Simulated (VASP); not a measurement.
# Y2ZnB4 (P4/mmm) in VASP: relaxation of cell and atoms with PBE

Aim: the relaxation of cell and atoms of Y2ZnB4 with PBE.

Everything below comes from runs of VASP 6.6.1. Logs are shortened: lines on timing, memory, paths and dates and some standing lists are left out, and cuts for length are marked.

## (1) The cell of the first run

Symmetry: P4/mmm, No. 123, tetragonal system. Conventional cell: a = 4.365 Å, b = 4.365 Å, c = 5.014 Å, α = 90.00°, β = 90.00°, γ = 90.00°. Y (site symmetry mmm) has 12 B at 2.66 to 3.57 Å and 4 Y at 3.09 Å and 4 Zn at 3.32 Å within 3.6 Å. Zn (site symmetry 4/mmm) has 8 B at 2.36 Å within 3.1 Å. B (site symmetry m2m) has 3 B at 1.77 to 1.83 Å and 2 Zn at 2.36 Å within 2.4 Å.

The cell was generated, and may not be a known phase.

## (2) Relaxation of cell and atoms, PBE

Input file INCAR:

```
PREC = Accurate
ENCUT = 600
EDIFF = 1E-6
ISMEAR = 0
SIGMA = 0.1
LREAL = F
LASPH = T
NELM = 80
ALGO = Normal
ISIF = 3
LWAVE = F
LCHARG = F
GGA = PE
IBRION = 2
NSW = 100
EDIFFG = -0.01
```

Input file KPOINTS:

```
regular mesh
0
Gamma
  8 8 8
```

Input file POSCAR:

```
Y2ZnB4
1.0
    4.3646999006      0.0000000000      0.0000000000
    0.0000000000      4.3646999006      0.0000000000
    0.0000000000      0.0000000000      5.0136984079
Y Zn B
2 1 4
Direct
    0.5000000000      0.0000000000      0.5000000000
    0.0000000000      0.5000000000      0.5000000000
    0.5000000000      0.5000000000      0.0000000000
    0.7032931469      0.0000000000      0.0000000000
    0.2967068531      0.0000000000      0.0000000000
    0.0000000000      0.7032931469      0.0000000000
    0.0000000000      0.2967068531      0.0000000000
```

Potentials or basis: VASP PAW PBE potentials, release 64 (Y_sv, Zn, B).

Command:

```sh
> cat potpaw_PBE.64/Y_sv/POTCAR potpaw_PBE.64/Zn/POTCAR potpaw_PBE.64/B/POTCAR > POTCAR
> mpirun -np 1 vasp_std > vasp.out
```

OUTCAR:

```text
PREC = Accurate
   ENCUT = 600
   EDIFF = 1E-6
   ISMEAR = 0
   LREAL = F
   LASPH = T
   NELM = 80
   ISIF = 3
   GGA = PE
   IBRION = 2
   NSW = 100
   EDIFFG = -0.01

 ion  position               nearest neighbor table
   1  0.500  0.000  0.500-   4 2.66   5 2.66   4 2.66   5 2.66   2 3.09   2 3.09   2 3.09   2 3.09
                             3 3.32   3 3.32   3 3.32   3 3.32
   2  0.000  0.500  0.500-   6 2.66   7 2.66   6 2.66   7 2.66   1 3.09   1 3.09   1 3.09   1 3.09
                             3 3.32   3 3.32   3 3.32   3 3.32
   3  0.500  0.500  0.000-   4 2.36   5 2.36   6 2.36   7 2.36   4 2.36   5 2.36   6 2.36   7 2.36
                             1 3.32   1 3.32   2 3.32   1 3.32   2 3.32   1 3.32   2 3.32   2 3.32
   4  0.703  0.000  0.000-   5 1.77   6 1.83   7 1.83   3 2.36   3 2.36   1 2.66   1 2.66
   5  0.297  0.000  0.000-   4 1.77   6 1.83   7 1.83   3 2.36   3 2.36   1 2.66   1 2.66
   6  0.000  0.703  0.000-   7 1.77   5 1.83   4 1.83   3 2.36   3 2.36   2 2.66   2 2.66
   7  0.000  0.297  0.000-   6 1.77   5 1.83   4 1.83   3 2.36   3 2.36   2 2.66   2 2.66

  LATTYP: Found a simple tetragonal cell.
 ALAT       =     4.3646999006
 C/A-ratio  =     1.1486925842

  Lattice vectors:

 A1 = (   4.3646999006,   0.0000000000,   0.0000000000)
 A2 = (   0.0000000000,   4.3646999006,   0.0000000000)
 A3 = (   0.0000000000,   0.0000000000,   5.0136984079)

Analysis of symmetry for initial positions (statically):
=====================================================================
 Subroutine PRICEL returns:
 Original cell was already a primitive cell.

 Routine SETGRP: Setting up the symmetry group for a
 simple tetragonal supercell.

 Subroutine GETGRP returns: Found 16 space group operations
 (whereof 16 operations were pure point group operations)
 out of a pool of 16 trial point group operations.

The static configuration has the point symmetry D_4h.

Analysis of symmetry for dynamics (positions and initial velocities):
=====================================================================
 Subroutine PRICEL returns:
 Original cell was already a primitive cell.

 Routine SETGRP: Setting up the symmetry group for a
 simple tetragonal supercell.

 Subroutine GETGRP returns: Found 16 space group operations
 (whereof 16 operations were pure point group operations)
 out of a pool of 16 trial point group operations.

The dynamic configuration has the point symmetry D_4h.

 Subroutine INISYM returns: Found 16 space group operations
 (whereof 16 operations are pure point group operations),
 and found     1 'primitive' translations

----------------------------------------------------------------------------------------

                                     Primitive cell

  volume of cell :      95.5140

  direct lattice vectors                    reciprocal lattice vectors
     4.364699901  0.000000000  0.000000000     0.229110826  0.000000000  0.000000000
     0.000000000  4.364699901  0.000000000     0.000000000  0.229110826  0.000000000
     0.000000000  0.000000000  5.013698408     0.000000000  0.000000000  0.199453561

  length of vectors
     4.364699901  4.364699901  5.013698408     0.229110826  0.229110826  0.199453561

  position of ions in fractional coordinates (direct lattice)
     0.500000000  0.000000000  0.500000000
     0.000000000  0.500000000  0.500000000
     0.500000000  0.500000000  0.000000000
     0.703293147  0.000000000  0.000000000
     0.296706853  0.000000000  0.000000000
     0.000000000  0.703293147  0.000000000
     0.000000000  0.296706853  0.000000000

  ion indices of the primitive-cell ions
   primitive index   ion index
                 1           1
                 2           2
                 3           3
                 4           4
                 5           5
                 6           6
                 7           7

----------------------------------------------------------------------------------------

 KPOINTS: regular mesh

Automatic generation of k-mesh.
 Grid dimensions read from file:
 generate k-points for:    8    8    8

 Generating k-lattice:

  Cartesian coordinates                     Fractional coordinates (reciprocal lattice)
     0.028638853  0.000000000  0.000000000     0.125000000  0.000000000  0.000000000
     0.000000000  0.028638853  0.000000000     0.000000000  0.125000000  0.000000000
     0.000000000  0.000000000  0.024931695     0.000000000  0.000000000  0.125000000

  Length of vectors
     0.028638853  0.028638853  0.024931695

  Shift w.r.t. Gamma in fractional coordinates (k-lattice)
     0.000000000  0.000000000  0.000000000

 Subroutine IBZKPT returns following result:
 ===========================================

 Found     75 irreducible k-points:

 Following reciprocal coordinates:
            Coordinates               Weight
  0.000000  0.000000  0.000000      1.000000
  0.125000  0.000000  0.000000      4.000000
  0.250000  0.000000  0.000000      4.000000
  0.375000  0.000000  0.000000      4.000000
  0.500000  0.000000  0.000000      2.000000
  0.125000  0.125000  0.000000      4.000000
[... 16 lines left out ...]
  0.375000  0.125000  0.125000     16.000000
  0.500000  0.125000  0.125000      8.000000
 [... further k-points ...]
   k-points           NKPTS =     75   k-points in BZ     NKDIM =     75   number of bands    NBANDS=     27
   number of dos      NEDOS =    301   number of ions     NIONS =      7
   total plane-waves  NPLWV =  51840
   dimension x,y,z NGX =    36 NGY =   36 NGZ =   40
   dimension x,y,z NGXF=    72 NGYF=   72 NGZF=   80
   ions per type =               2   1   4
   NGX,Y,Z   is equivalent  to a cutoff of  13.71, 13.71, 13.26 a.u.
   NGXF,Y,Z  is equivalent  to a cutoff of  27.42, 27.42, 26.53 a.u.
 SYSTEM =  unknown system
   PREC   = accura    normal or accurate (medium, high low for compatibility)
   ISTART =      0    job   : 0-new  1-cont  2-samecut
   ICHARG =      2    charge: 1-file 2-atom 10-const
   ISPIN  =      1    spin polarized calculation?
   LNONCOLLINEAR =      F non collinear calculations
   LSORBIT =      F    spin-orbit coupling
   LASPH  =      T    aspherical Exc in radial PAW
   ENCUT  =  600.0 eV  44.10 Ry    6.64 a.u.   8.72  8.72 10.01*2*pi/ulx,y,z
   NELM   =     80;   NELMIN=  2; NELMDL= -5     # of ELM steps
   EDIFF  = 0.1E-05   stopping-criterion for ELM
   LREAL  =      F    real-space projection
   EDIFFG = -.1E-01   stopping-criterion for IOM
   NSW    =    100    number of steps for IOM
   IBRION =      2    ionic relax: 0-MD 1-quasi-New 2-CG
   NFREE  =      1    steps in history (QN), initial steepest desc. (CG)
   ISIF   =      3    stress and relaxation
   ISYM   =      2    0-nonsym 1-usesym 2-fastsym
   POTIM  = 0.5000    time-step for ionic-motion
   TEBEG  =    0.0;   TEEND  =   0.0 temperature during run
   PSTRESS=    0.0 pullay stress
   NELECT =      46.0000    total number of electrons
   NUPDOWN=      -1.0000    fix difference up-down
   EMIN   =  10.00;   EMAX   =-10.00  energy-range for DOS
   EFERMI =   0.00;   METHOD = LEGACY
   ISMEAR =     0;   SIGMA  =   0.10  broadening in eV -4-tet -1-fermi 0-gaus
   EFERMI_NEDOS =   21; number of points for ismear=-14 and -15
   IALGO  =     38    algorithm
   IMIX   =      4    mixing-type and parameters
     AMIX     =   0.40;   BMIX     =  1.00
     AMIX_MAG =   1.60;   BMIX_MAG =  1.00
  volume/ion in A,a.u.               =      13.64        92.08
  Fermi-wavevector in a.u.,A,eV,Ry     =   1.283232  2.424956 22.404494  1.646684
  Thomas-Fermi vector in A             =   2.415497
   LORBIT       =      0    0 simple, 1 ext, 2 COOP (PROOUT), +10 PAW based schemes
   GGA     = PE    functional components
   LHFCALC =     F    Hartree Fock is set to
   AEXX    =    0.0000 exact exchange contribution
   IVDW    =     0    specifies the selected vdW correction
   LEPSILON=     F    determine dielectric tensor
   LRPA    =     F    only Hartree local field effects (RPA)
 conjugate gradient relaxation of ions
 non-spin polarized calculation
 Gauss-broadening in eV      SIGMA  =   0.10
  energy-cutoff  :      600.00
  volume of cell :       95.51
 maximum number of plane-waves:      3224
 NGX is ok and might be reduce to    36
   NGX = 17   NGY = 17   NGZ = 21

 number of electron      45.9999995 magnetization

 Free energy of the ion-electron system (eV)
  ---------------------------------------------------
  ext. energy  EPLUGINS =         0.00000000
  ---------------------------------------------------
  free energy    TOTEN  =       -38.58704735 eV

  energy without entropy =      -38.56696333  energy(sigma->0) =      -38.57700534

 E-fermi :   4.7493     XC(G=0): -11.0490

 val. band max:        4.7219601588   @ k =   0.5000   0.2500   0.2500
 cond. band min:       4.7535072030   @ k =   0.3750   0.0000   0.3750
 fundamental gap:      0.0315470442
 Fermi energy:         4.7492605518

 k-point     1 :       0.0000    0.0000    0.0000
  band No.  band energies     occupation
      1     -37.6731      2.00000
      2     -37.4213      2.00000
      3     -18.1811      2.00000
      4     -18.1811      2.00000
      5     -17.6834      2.00000
      6     -17.3765      2.00000
[... 19 lines left out ...]
     26       7.0668      0.00000
     27       8.1933      0.00000

 k-point     2 :       0.1250    0.0000    0.0000
  band No.  band energies     occupation
      1     -37.6635      2.00000
      2     -37.4308      2.00000
      3     -18.1532      2.00000
      4     -18.1476      2.00000
      5     -17.6714      2.00000
      6     -17.3878      2.00000
[... 652 lines left out ...]
 k-point    24 :       0.5000    0.1250    0.1250
  band No.  band energies     occupation
      1     -37.5466      2.00000
      2     -37.5466      2.00000
      3     -17.9995      2.00000
      4     -17.9608      2.00000
      5     -17.5315      2.00000
      6     -17.5304      2.00000
[... 19 lines left out ...]
     26       6.4928      0.00000
     27       6.6935      0.00000

 [... further k-points ...]

------------------------ aborting loop because EDIFF is reached ----------------------------------------

  FORCE on cell =-STRESS in cart. coord.  units (eV):
  Direction    XX          YY          ZZ          XY          YZ          ZX
  --------------------------------------------------------------------------------------
  -------------------------------------------------------------------------------------
  Total        0.0344591      0.0344591     -0.0417146      0.0000000      0.0000000     -0.0000000
  in kB        0.5780269      0.5780269     -0.6997314      0.0000000      0.0000000     -0.0000000
  external PRESSURE =       0.1521075 kB  Pullay stress =       0.0000000 kB

 VOLUME and BASIS-vectors are now :
 -----------------------------------------------------------------------------
  energy-cutoff  :      600.00
  volume of cell :       95.51
      direct lattice vectors                 reciprocal lattice vectors
     4.364699901  0.000000000  0.000000000     0.229110826  0.000000000  0.000000000
     0.000000000  4.364699901  0.000000000     0.000000000  0.229110826  0.000000000
     0.000000000  0.000000000  5.013698408     0.000000000  0.000000000  0.199453561

 POSITION                                       TOTAL-FORCE (eV/Angst)
 -----------------------------------------------------------------------------------
      2.18235      0.00000      2.50685         0.000000     -0.000000      0.000000
      0.00000      2.18235      2.50685         0.000000     -0.000000      0.000000
      2.18235      2.18235      0.00000         0.000000     -0.000000      0.000000
      3.06966      0.00000      0.00000         0.006660     -0.000000      0.000000
      1.29504      0.00000      0.00000        -0.006660     -0.000000      0.000000
      0.00000      3.06966      0.00000         0.000000      0.006660      0.000000
      0.00000      1.29504      0.00000         0.000000     -0.006660     -0.000000
 -----------------------------------------------------------------------------------
    total drift:                                0.000000      0.000000      0.000000

  FREE ENERGIE OF THE ION-ELECTRON SYSTEM (eV)
  ---------------------------------------------------
  free  energy   TOTEN  =       -38.5870473461 eV

  energy  without entropy=      -38.5669633331  energy(sigma->0) =      -38.57700534

 reached required accuracy - stopping structural energy minimisation
```

Run time: 5.9 min. Hardware: 1 thread of Intel Xeon 8259CL, shared host; peak memory 0.41 GiB.

Results:

```
Free energy                  : -38.5870 eV
Pressure after relaxing      : 0.0 GPa
Largest force after relaxing : 0.007 eV/Å
Band gap on the k mesh       : zero (bands 23 and 24 overlap by 0.95 eV)
```

Forces on the atoms (eV/Å):
```
Y    0.000  0.000  0.000
Y    0.000  0.000  0.000
Zn   0.000  0.000  0.000
B    0.007  0.000  0.000
B   -0.007  0.000  0.000
B    0.000  0.007  0.000
B    0.000 -0.007  0.000
```

Stress tensor (GPa, compression positive):
```
 0.06  0.00  0.00
 0.00  0.06  0.00
 0.00  0.00 -0.07
```

Final structure:
```
CELL_PARAMETERS angstrom
4.36470 0.00000 0.00000
0.00000 4.36470 0.00000
0.00000 0.00000 5.01370
ATOMIC_POSITIONS crystal
Y 0.50000 0.00000 0.50000
Y 0.00000 0.50000 0.50000
Zn 0.50000 0.50000 0.00000
B 0.70329 0.00000 0.00000
B 0.29671 0.00000 0.00000
B 0.00000 0.70329 0.00000
B 0.00000 0.29671 0.00000
```

Levels at points of the mesh, in eV from the Fermi level:
```csv
k point,band 21,band 22,band 23,band 24,band 25,band 26
"(0.00, 0.00, 0.00)",-1.44,-1.15,-0.45,-0.45,0.86,2.32
"(0.50, 0.00, 0.00)",-2.08,-0.23,0.21,0.25,2.16,2.20
"(0.50, 0.50, 0.00)",-1.07,-0.32,-0.32,0.67,0.67,2.51
"(0.00, 0.00, 0.50)",-1.30,-0.43,-0.43,-0.19,1.76,2.09
"(0.50, 0.00, 0.50)",-2.16,-0.46,0.24,1.05,1.22,1.87
"(0.50, 0.50, 0.50)",-0.36,-0.36,-0.08,0.14,0.14,1.11
```

Caveat: the relaxation stopped at its first step, so nothing moved.

The gap in the log of VASP goes by the Fermi energy; the results here count the filled bands.